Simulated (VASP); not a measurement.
# H in VASP: notebook

Aim: see how the results for H move with the level of theory and the settings. Levels: PBE+D3(BJ), LDA, PBEsol, revPBE+D3(BJ). Tasks: single point.

All numbers are computed with VASP 6.6.1; they aren't measurements. Logs are shortened: lines on timing, memory, paths and dates and some standing lists are left out, and cuts for length are marked.

**1. The cell of the first run**

The cell holds a molecule in a box, 1 atom: a = 10.500 Å, b = 11.000 Å, c = 11.500 Å, α = 90.00°, β = 90.00°, γ = 90.00°.

**2. Single point, PBE+D3(BJ), collinear spin**

Input file INCAR:

```
SYSTEM = H
  PREC = Accurate
  ENCUT = 400
  EDIFF = 1E-6
  ISMEAR = 0
  SIGMA = 0.005
  LREAL = .False.
  LASPH = .True.
  NELM = 200
  ALGO = Normal
  ISIF = 2
  LWAVE = .False.
  LCHARG = .False.
  ISPIN = 2
  MAGMOM = 1.1
  LORBIT = 11
  GGA = PE
  IVDW = 12
  NBANDS = 10
  GGA_COMPAT = .False.
  NELMDL = -8
```

Input file KPOINTS:

```
regular mesh
0
Gamma
  1 1 1
  0 0 0
```

Input file POSCAR:

```
H
1.0
   10.5000000000      0.0000000000      0.0000000000
    0.0000000000     11.0000000000      0.0000000000
    0.0000000000      0.0000000000     11.5000000000
H
1
Direct
    0.5000000000      0.5045454500      0.5000000000
```

Potentials or basis: VASP PAW PBE potentials, release 64 (H).

Run with:

```bash
cat potpaw_PBE.64/H/POTCAR > POTCAR
mpirun -np 1 vasp_gam > vasp.out
```

OUTCAR:

```text
SYSTEM = H
   PREC = Accurate
   ENCUT = 400
   EDIFF = 1E-6
   ISMEAR = 0
   LREAL = .False.
   LASPH = .True.
   NELM = 200
   ISIF = 2
   ISPIN = 2
   LORBIT = 11
   GGA = PE
   IVDW = 12
   NELMDL = -8
 IVDW          = 12

 ion  position               nearest neighbor table
   1  0.500  0.505  0.500-

  LATTYP: Found a simple orthorhombic cell.
 ALAT       =    10.5000000000
 B/A-ratio  =     1.0476190476
 C/A-ratio  =     1.0952380952

  Lattice vectors:

 A1 = (  10.5000000000,   0.0000000000,   0.0000000000)
 A2 = (   0.0000000000,  11.0000000000,   0.0000000000)
 A3 = (   0.0000000000,   0.0000000000,  11.5000000000)

Analysis of symmetry for initial positions (statically):
=====================================================================
 Subroutine PRICEL returns:
 Original cell was already a primitive cell.

 Routine SETGRP: Setting up the symmetry group for a
 simple orthorhombic supercell.

 Subroutine GETGRP returns: Found  8 space group operations
 (whereof  4 operations were pure point group operations)
 out of a pool of  8 trial point group operations.

The static configuration has the point symmetry C_2v.
 The point group associated with its full space group is D_2h.

Analysis of symmetry for dynamics (positions and initial velocities):
=====================================================================
 Subroutine PRICEL returns:
 Original cell was already a primitive cell.

 Routine SETGRP: Setting up the symmetry group for a
 simple orthorhombic supercell.

 Subroutine GETGRP returns: Found  8 space group operations
 (whereof  4 operations were pure point group operations)
 out of a pool of  8 trial point group operations.

The dynamic configuration has the point symmetry C_2v.
 The point group associated with its full space group is D_2h.

Analysis of structural, dynamic, and magnetic symmetry:
=====================================================================
 Subroutine PRICEL returns:
 Original cell was already a primitive cell.

 Routine SETGRP: Setting up the symmetry group for a
 simple orthorhombic supercell.

 Subroutine GETGRP returns: Found  8 space group operations
 (whereof  4 operations were pure point group operations)
 out of a pool of  8 trial point group operations.

The overall configuration has the point symmetry C_2v.
 The point group associated with its full space group is D_2h.

 Subroutine INISYM returns: Found  8 space group operations
 (whereof  4 operations are pure point group operations),
 and found     1 'primitive' translations

----------------------------------------------------------------------------------------

[... 84 lines left out ...]
   IMIX   =      4    mixing-type and parameters
     AMIX     =   0.40;   BMIX     =  1.00
     AMIX_MAG =   1.60;   BMIX_MAG =  1.00
  volume/ion in A,a.u.               =    1328.25      8963.47
  Fermi-wavevector in a.u.,A,eV,Ry     =   0.148930  0.281436  0.301778  0.022180
  Thomas-Fermi vector in A             =   0.822895
   LORBIT       =     11    0 simple, 1 ext, 2 COOP (PROOUT), +10 PAW based schemes
   GGA     = PE    functional components
   LHFCALC =     F    Hartree Fock is set to
   AEXX    =    0.0000 exact exchange contribution
   IVDW    =    12    specifies the selected vdW correction
   LEPSILON=     F    determine dielectric tensor
   LRPA    =     F    only Hartree local field effects (RPA)
 spin polarized calculation
 Gauss-broadening in eV      SIGMA  =   0.01
  energy-cutoff  :      400.00
  volume of cell :     1328.25
 maximum number of plane-waves:     12033
 NGX is ok and might be reduce to    70
   NGX = 35   NGY = 35   NGZ = 37

 number of electron       1.0000001 magnetization       0.9999998

 Free energy of the ion-electron system (eV)
  ---------------------------------------------------
  ext. energy  EPLUGINS =         0.00000000
  ---------------------------------------------------
  free energy    TOTEN  =        -1.11572000 eV

  energy without entropy =       -1.11572000  energy(sigma->0) =       -1.11572000

 E-fermi :  -7.5165     XC(G=0):  -0.1191

 val. band max:       -7.5709719758   @ k =   0.0000   0.0000   0.0000
 cond. band min:      -0.2101638684   @ k =   0.0000   0.0000   0.0000
 fundamental gap:      7.3608081074
 Fermi energy:        -7.5164509039

 spin component 1

 k-point     1 :       0.0000    0.0000    0.0000
  band No.  band energies     occupation
      1      -7.5710      1.00000
      2      -0.2102      0.00000
      3       0.5726      0.00000
      4       0.6353      0.00000
      5       0.7079      0.00000
      6       0.9694      0.00000
      7       1.0767      0.00000
      8       1.1934      0.00000
      9       1.7552      0.00000
     10       1.7947      0.00000
 Fermi energy:        -7.5164509039

 spin component 2

 k-point     1 :       0.0000    0.0000    0.0000
  band No.  band energies     occupation
      1       0.0518      0.00000
      2       1.1664      0.00000
      3       1.1759      0.00000
      4       1.2731      0.00000
      5       1.3048      0.00000
      6       1.3959      0.00000
      7       1.4869      0.00000
      8       2.4005      0.00000
      9       2.4146      0.00000
     10       2.4176      0.00000

------------------------ aborting loop because EDIFF is reached ----------------------------------------

 Edisp (eV)   -0.00001

 E8    (eV) :    -0.0000

  FORCE on cell =-STRESS in cart. coord.  units (eV):
  Direction    XX          YY          ZZ          XY          YZ          ZX
  --------------------------------------------------------------------------------------
  -------------------------------------------------------------------------------------
  Total      -0.04601    -0.04609    -0.04602     0.00000     0.00000     0.00000
  in kB      -0.05550    -0.05560    -0.05551     0.00000     0.00000     0.00000
  external pressure =       -0.06 kB  Pullay stress =        0.00 kB

 VOLUME and BASIS-vectors are now :
 -----------------------------------------------------------------------------
  energy-cutoff  :      400.00
  volume of cell :     1328.25
      direct lattice vectors                 reciprocal lattice vectors
    10.500000000  0.000000000  0.000000000     0.095238095  0.000000000  0.000000000
     0.000000000 11.000000000  0.000000000     0.000000000  0.090909091  0.000000000
     0.000000000  0.000000000 11.500000000     0.000000000  0.000000000  0.086956522

 POSITION                                       TOTAL-FORCE (eV/Angst)
 -----------------------------------------------------------------------------------
      5.25000      5.55000      5.75000         0.000000     -0.000000      0.000000
 -----------------------------------------------------------------------------------
    total drift:                                0.000000     -0.000002     -0.000000

  FREE ENERGIE OF THE ION-ELECTRON SYSTEM (eV)
  ---------------------------------------------------
  free  energy   TOTEN  =        -1.1157308511 eV

  energy  without entropy=       -1.1157308511  energy(sigma->0) =       -1.11573085

 total charge

# of ion       s       p       d       tot
------------------------------------------
    1        0.381   0.000   0.000   0.381

 magnetization (x)

# of ion       s       p       d       tot
------------------------------------------
    1        0.381   0.000   0.000   0.381
```

stdout:

```text
POSCAR found type information on POSCAR H
 POSCAR found :  1 types and       1 ions
 scaLAPACK will be used
 LDA part: xc-table for (Slater+PW92), standard interpolation
 POSCAR, INCAR and KPOINTS ok, starting setup
 FFT: planning ... GRIDC
 FFT: planning ... GRID_SOFT
 FFT: planning ... GRID
 WAVECAR not read
 entering main loop
```

Run time: 93 s. Hardware: 1 thread of Intel Xeon 6975P-C (Granite Rapids), shared host; peak memory 1 GiB.

Results:

```yaml
Free_energy: -1.1157 eV
Gap_between_the_frontier_levels: 7.36 eV
Net_moment: 1.00 μB per cell
Site_moments: H +0.38 μB
Valence_electrons_inside_the_program's_atomic_spheres: H 0.38
Dispersion_energy_per_atom: 0.000 eV
```

Levels at points of the mesh, in eV from the valence-band top:
Spin up:
| k point | band 1 | band 2 | band 3 | band 4 |
| --- | --- | --- | --- | --- |
| (0.00, 0.00, 0.00) | 0.00 | 7.36 | 8.14 | 8.21 |
Spin down:
```tsv
k point	band 1	band 2	band 3	band 4
(0.00, 0.00, 0.00)	7.62	8.74	8.75	8.84
```

**3. Single point, LDA, collinear spin**

Input file INCAR:

```
PREC = Accurate ; ENCUT = 400
EDIFF = 1E-6 ; ISMEAR = 0
SIGMA = 0.005 ; LREAL = False
LASPH = True ; NELM = 200
ALGO = Normal ; ISIF = 2
LWAVE = False ; LCHARG = False
ISPIN = 2 ; MAGMOM = 1.1
LORBIT = 11 ; NBANDS = 10
GGA_COMPAT = False ; NELMDL = -8
```

Input file KPOINTS:

```
regular mesh
0
Gamma
  1 1 1
```

POSCAR is that of step 2.

Potentials or basis: VASP PAW LDA potentials, release 64 (H).

Run with:

```bash
cat potpaw_LDA.64/H/POTCAR > POTCAR
mpirun -np 1 vasp_gam > vasp.out
```

OUTCAR:

```text
PREC = Accurate
   ENCUT = 400
   EDIFF = 1E-6
   ISMEAR = 0
   LREAL = False
   LASPH = True
   NELM = 200
   ISIF = 2
   ISPIN = 2
   LORBIT = 11
   NELMDL = -8

 ion  position               nearest neighbor table
   1  0.500  0.505  0.500-

  LATTYP: Found a simple orthorhombic cell.
 ALAT       =    10.5000000000
 B/A-ratio  =     1.0476190476
 C/A-ratio  =     1.0952380952

  Lattice vectors:

 A1 = (  10.5000000000,   0.0000000000,   0.0000000000)
 A2 = (   0.0000000000,  11.0000000000,   0.0000000000)
 A3 = (   0.0000000000,   0.0000000000,  11.5000000000)

Analysis of symmetry for initial positions (statically):
=====================================================================
 Subroutine PRICEL returns:
 Original cell was already a primitive cell.

 Routine SETGRP: Setting up the symmetry group for a
 simple orthorhombic supercell.

 Subroutine GETGRP returns: Found  8 space group operations
 (whereof  4 operations were pure point group operations)
 out of a pool of  8 trial point group operations.

The static configuration has the point symmetry C_2v.
 The point group associated with its full space group is D_2h.
[... 172 lines left out ...]
     10       1.8390      0.00000
 Fermi energy:        -7.2480984768

 spin component 2

 k-point     1 :       0.0000    0.0000    0.0000
  band No.  band energies     occupation
      1      -2.3787      0.00000
      2       0.0391      0.00000
      3       0.8706      0.00000
      4       0.9599      0.00000
      5       1.0631      0.00000
      6       1.0956      0.00000
      7       1.2045      0.00000
      8       1.4812      0.00000
      9       2.0213      0.00000
     10       2.0396      0.00000

------------------------ aborting loop because EDIFF is reached ----------------------------------------

  FORCE on cell =-STRESS in cart. coord.  units (eV):
  Direction    XX          YY          ZZ          XY          YZ          ZX
  --------------------------------------------------------------------------------------
  -------------------------------------------------------------------------------------
  Total       -0.0418261     -0.0418938     -0.0418215      0.0000000      0.0000000      0.0000000
  in kB       -0.0504520     -0.0505336     -0.0504465      0.0000000      0.0000000      0.0000000
  external PRESSURE =      -0.0504774 kB  Pullay stress =       0.0000000 kB

 VOLUME and BASIS-vectors are now :
 -----------------------------------------------------------------------------
  energy-cutoff  :      400.00
  volume of cell :     1328.25
      direct lattice vectors                 reciprocal lattice vectors
    10.500000000  0.000000000  0.000000000     0.095238095  0.000000000  0.000000000
     0.000000000 11.000000000  0.000000000     0.000000000  0.090909091  0.000000000
     0.000000000  0.000000000 11.500000000     0.000000000  0.000000000  0.086956522

 POSITION                                       TOTAL-FORCE (eV/Angst)
 -----------------------------------------------------------------------------------
      5.25000      5.55000      5.75000         0.000000      0.000000      0.000000
 -----------------------------------------------------------------------------------
    total drift:                                0.000000     -0.000002     -0.000000

  FREE ENERGIE OF THE ION-ELECTRON SYSTEM (eV)
  ---------------------------------------------------
  free  energy   TOTEN  =        -0.8952408183 eV

  energy  without entropy=       -0.8952408183  energy(sigma->0) =       -0.89524082

 total charge

# of ion       s       p       d       tot
------------------------------------------
    1        0.363   0.000   0.000   0.363

 magnetization (x)

# of ion       s       p       d       tot
------------------------------------------
    1        0.363   0.000   0.000   0.363
```

OSZICAR:

```text
N       E                     dE             d eps       ncg     rms          rms(c)
DAV:   1     0.140487968351E+01    0.14049E+01   -0.95040E+01    40   0.238E+01
DAV:   2    -0.616660132360E+00   -0.20215E+01   -0.20212E+01    74   0.707E+00
[... 16 lines left out ...]
DAV:  19    -0.895118688197E+00    0.11601E-04   -0.88333E-07    40   0.110E-03    0.377E-04
DAV:  20    -0.895183998927E+00   -0.65311E-04   -0.10792E-06    40   0.121E-03    0.255E-04
DAV:  21    -0.895219182235E+00   -0.35183E-04   -0.13462E-07    40   0.459E-04    0.141E-04
DAV:  22    -0.895232234210E+00   -0.13052E-04   -0.51657E-08    40   0.328E-04    0.102E-04
DAV:  23    -0.895241370813E+00   -0.91366E-05   -0.57120E-08    40   0.294E-04    0.397E-05
DAV:  24    -0.895240818330E+00    0.55248E-06   -0.26278E-09    42   0.662E-05
   1 F= -.89524082E+00 E0= -.89524082E+00  d E =-.102798E-47  mag=     1.0000
```

stdout:

```text
POSCAR found type information on POSCAR H
 POSCAR found :  1 types and       1 ions
 scaLAPACK will be used
 LDA part: xc-table for (Slater(with rela. corr.)+CA(PZ))
 , standard interpolation
 POSCAR, INCAR and KPOINTS ok, starting setup
 FFT: planning ... GRIDC
 FFT: planning ... GRID_SOFT
 FFT: planning ... GRID
 WAVECAR not read
 entering main loop
```

It took 26 s on 1 thread of Intel Xeon 6975P-C (Granite Rapids), shared host; peak memory 0.63 GiB.

What came out:

```
Free energy                                           : -0.8952 eV
Gap between the frontier levels                       : 4.92 eV
Net moment                                            : 1.00 μB per cell
Site moments                                          : H +0.36 μB
Valence electrons inside the program's atomic spheres : H 0.36
```

Levels at points of the mesh, in eV from the valence-band top:
Spin up:
| k point | band 1 | band 2 | band 3 | band 4 | band 5 | band 6 |
| --- | --- | --- | --- | --- | --- | --- |
| (0.00, 0.00, 0.00) | 0.00 | 7.17 | 7.99 | 8.06 | 8.14 | 8.34 |
Spin down:
```tsv
k point	band 1	band 2	band 3	band 4
(0.00, 0.00, 0.00)	4.92	7.34	8.17	8.26
```

**4. Single point, PBEsol, collinear spin**

Input file INCAR:

```
SYSTEM = H
ALGO = Normal
EDIFF = 1E-6
ENCUT = 400
GGA = PS
GGA_COMPAT = .FALSE.
ISIF = 2
ISMEAR = 0
ISPIN = 2
LASPH = .TRUE.
LCHARG = .FALSE.
LORBIT = 11
LREAL = .FALSE.
LWAVE = .FALSE.
MAGMOM = 1.1
NBANDS = 10
NELM = 200
NELMDL = -8
PREC = Accurate
SIGMA = 0.005
```

Input file KPOINTS:

```
k-points
0
G
  1 1 1
  0 0 0
```

POSCAR is that of step 3.

Potentials or basis: VASP PAW PBE potentials, release 64 (H).

Run with:

```bash
cat potpaw_PBE.64/H/POTCAR > POTCAR
mpirun -np 1 vasp_gam > vasp.out
```

It took 95 s on 1 thread of Intel Xeon 6975P-C (Granite Rapids), shared host; peak memory 0.99 GiB.

The run converged. Its results:

```yaml
Free_energy: -0.9450 eV
Gap_between_the_frontier_levels: 7.18 eV
Net_moment: 1.00 μB per cell
Site_moments: H +0.37 μB
Valence_electrons_inside_the_program's_atomic_spheres: H 0.37
```

Levels at points of the mesh, in eV from the valence-band top:
Spin up:
```tsv
k point	band 1	band 2	band 3	band 4
(0.00, 0.00, 0.00)	0.00	7.18	7.99	8.05
```
Spin down:
| k point | band 1 | band 2 | band 3 |
| --- | --- | --- | --- |
| (0.00, 0.00, 0.00) | 7.43 | 8.54 | 8.55 |

Caveat: the PAW data sets were made with another functional, which shifts forces and pressure a little.

**5. Single point, revPBE+D3(BJ), collinear spin**

Input file INCAR:

```
SYSTEM = H
PREC = Accurate ; ENCUT = 400
EDIFF = 1E-6 ; ISMEAR = 0
SIGMA = 0.005 ; LREAL = .False.
LASPH = .True. ; NELM = 200
ALGO = Normal ; ISIF = 2
LWAVE = .False. ; LCHARG = .False.
ISPIN = 2 ; MAGMOM = 1.1
LORBIT = 11 ; GGA = RE
IVDW = 12 ; NBANDS = 10
GGA_COMPAT = .False. ; NELMDL = -8
```

Input file KPOINTS:

```
Automatic mesh
0
Gamma
  1 1 1
  0 0 0
```

POSCAR is that of step 4.

Run with:

```bash
cat potpaw_PBE.64/H/POTCAR > POTCAR
mpirun -np 1 vasp_gam > vasp.out
```

Run time: 76 s. Hardware: 1 thread of Intel Xeon 6975P-C (Granite Rapids), shared host; peak memory 1 GiB.

Results (log left out):

| Item | Value |
| --- | --- |
| Free energy | -1.1995 eV |
| Gap between the frontier levels | 7.33 eV |
| Net moment | 1.00 μB per cell |
| Site moments | H +0.38 μB |
| Valence electrons inside the program's atomic spheres | H 0.38 |
| Dispersion energy per atom | 0.000 eV |

Levels at points of the mesh, in eV from the valence-band top:
Spin up:
| k point | band 1 | band 2 | band 3 | band 4 | band 5 |
| --- | --- | --- | --- | --- | --- |
| (0.00, 0.00, 0.00) | 0.00 | 7.33 | 8.10 | 8.16 | 8.23 |
Spin down:
| k point | band 1 | band 2 | band 3 |
| --- | --- | --- | --- |
| (0.00, 0.00, 0.00) | 7.64 | 8.76 | 8.78 |

Caveat: the PAW data sets were made with another functional, which shifts forces and pressure a little.

**6. The runs side by side**

| level | potentials or basis | gap on the mesh (eV) | moment (μB) |
| --- | --- | --- | --- |
| PBE+D3(BJ) | VASP PAW PBE potentials, release 64 (H) | 7.36 | 1.00 |
| LDA | VASP PAW LDA potentials, release 64 (H) | 4.92 | 1.00 |
| PBEsol | VASP PAW PBE potentials, release 64 (H) | 7.18 | 1.00 |
| revPBE+D3(BJ) | VASP PAW PBE potentials, release 64 (H) | 7.33 | 1.00 |

Alike in all rows: task single point; spin collinear; cell as given; k mesh 1 × 1 × 1; cutoff (eV) 400; smearing gaussian 0.005 eV.

Caveats: the PAW data sets were made with another functional, which shifts forces and pressure a little (at least some runs).

Absolute energies hang on the potentials; compare differences alone.
